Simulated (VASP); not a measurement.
Set up this calculation in VASP 6.6.1, as the native input.

| Item | Value |
| --- | --- |
| Task | single point |
| Functional | PBEsol |
| Potentials or basis | VASP PAW PBE potentials, release 64 (Hf_pv, N) |
| Cutoff | 520 eV |
| k mesh | 12 × 12 × 1 |
| Occupations | gaussian, width 0.1 eV |
| Spin | no spin polarisation |
| Dipole correction | yes |
| Further INCAR settings | ALGO = Normal; EDIFF = 1e-07; NBANDS = 45 |

The structure of Hf5N4 lies in POSCAR:

```
Hf5N4
1.0
    3.1830776067      0.0000000000      0.0000000000
   -1.5915388034      2.7566260697      0.0000000000
    0.0000000000      0.0000000000     25.3958879309
Hf N
5 4
Direct
    0.3333333333      0.6666666667      0.2953234012
    0.0000000000      0.0000000000      0.3976617006
    0.6666666667      0.3333333333      0.5000000000
    0.3333333333      0.6666666667      0.6023382994
    0.0000000000      0.0000000000      0.7046765988
    0.6666666667      0.3333333333      0.3464925509
    0.3333333333      0.6666666667      0.4488308503
    0.0000000000      0.0000000000      0.5511691497
    0.6666666667      0.3333333333      0.6535074491
```

The input as run:

INCAR

```
SYSTEM = Hf5N4
PREC = Accurate
ENCUT = 520
EDIFF = 1E-7
ISMEAR = 0
SIGMA = 0.1
LREAL = .FALSE.
LASPH = .TRUE.
NELM = 100
ALGO = Normal
ISIF = 2
LWAVE = .FALSE.
LCHARG = .FALSE.
LDIPOL = .TRUE.
IDIPOL = 3
DIPOL = 0.5 0.5 0.500
GGA = PS
NBANDS = 45
```

KPOINTS

```
regular mesh
0
G
  12 12 1
  0 0 0
```

Potentials or basis: VASP PAW PBE potentials, release 64 (Hf_pv, N).

Command:

```console
$ cat potpaw_PBE.64/Hf_pv/POTCAR potpaw_PBE.64/N/POTCAR > POTCAR
$ mpirun -np 1 vasp_std > vasp.out
```

It gave:

```json
{
  "Largest force": "0.763 eV/Å",
  "Band gap on the k mesh": "zero (bands 35 and 36 overlap by 0.55 eV)"
}
```

Caveat: the PAW data sets were made with another functional, which shifts forces and pressure a little; spin-orbit coupling is left out, which moves the levels of the heavy elements.

Wall time 4 min on 1 thread of AMD EPYC 9R45 96-Core Processor (Zen 5), with other jobs on the host, peak memory 0.37 GiB.
